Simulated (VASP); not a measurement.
Set up this calculation in VASP 6.6.1, as the native input.

```yaml
Task: single point
Functional: PBE
Potentials_or_basis: VASP PAW PBE potentials, release 64 (Zn)
Cutoff: 520 eV
k_mesh: 18 × 18 × 18
Occupations: fermi-dirac, width 0.05 eV
Spin: no spin polarisation
Dipole_correction: no
Further_INCAR_settings: ALGO = Normal; EDIFF = 1e-06; NBANDS = 12
```

The structure of Zn lies in POSCAR:

```
Zn
1.0
    0.0000000000      1.9641097993      1.9641097993
    1.9641097993      0.0000000000      1.9641097993
    1.9641097993      1.9641097993      0.0000000000
Zn
1
Direct
    0.0000000000      0.0000000000      0.0000000000
```

The input as run:

INCAR

```
SYSTEM = Zn
ALGO = Normal
EDIFF = 1E-6
ENCUT = 520
GGA = PE
ISIF = 2
ISMEAR = -1
LASPH = .True.
LCHARG = .True.
LELF = .True.
LREAL = .False.
LVHAR = .True.
LWAVE = .False.
NBANDS = 12
NELM = 100
PREC = Accurate
SIGMA = 0.05
```

KPOINTS

```
k-points
0
Gamma
  18 18 18
  0 0 0
```

Potentials or basis: VASP PAW PBE potentials, release 64 (Zn).

Launch:

```sh
$ cat potpaw_PBE.64/Zn/POTCAR > POTCAR
$ mpirun -np 1 vasp_std > vasp.out
```

It gave:

- Pressure: 0.4 GPa
- Band gap on the k mesh: zero (band 6 reaches 4.73 eV, above the bottom of band 7 at 1.71 eV)

Wall time 11 s on 1 thread of Intel(R) Xeon(R) 6975P-C (Granite Rapids) (shared host), peak memory 0.15 GiB.
